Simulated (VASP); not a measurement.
Here is a VASP 6.6.1 calculation.

Contents of INCAR:

```
SYSTEM = FeNi3
PREC = Accurate
ENCUT = 520
EDIFF = 1E-6
ISMEAR = -1
SIGMA = 0.05
LREAL = .FALSE.
LASPH = .TRUE.
NELM = 150
ALGO = Normal
ISIF = 2
LWAVE = .FALSE.
LCHARG = .FALSE.
ISPIN = 2
MAGMOM = 1 1 1 3
LORBIT = 11
LMAXMIX = 4
GGA = PS
NBANDS = 31
```

The input KPOINTS:

```
Automatic mesh
0
G
  8 8 8
  0 0 0
```

POSCAR

```
FeNi3
1.0
    3.3689244794      0.0000000000      0.0000000000
    0.0000000000      3.3689244794      0.0000000000
    0.0000000000      0.0000000000      3.3689244794
Ni Fe
3 1
Direct
    0.5000000000      0.5000000000      0.0000000000
    0.5000000000      0.0000000000      0.5000000000
    0.0000000000      0.5000000000      0.5000000000
    0.0000000000      0.0000000000      0.0000000000
```

Potentials or basis: VASP PAW PBE potentials, release 64 (Ni, Fe).

Command:

```sh
$ cat potpaw_PBE.64/Ni/POTCAR potpaw_PBE.64/Fe/POTCAR > POTCAR
$ mpirun -np 1 vasp_std > vasp.out
```

(1) Predict the site moments.

(2) What does it give for the pressure?

Results:

(1) Ni +0.58; Fe +2.68 μB.

(2) 29.6 GPa.

Caveat: the cell stands under pressure; the PAW data sets were made with another functional, which shifts forces and pressure a little.
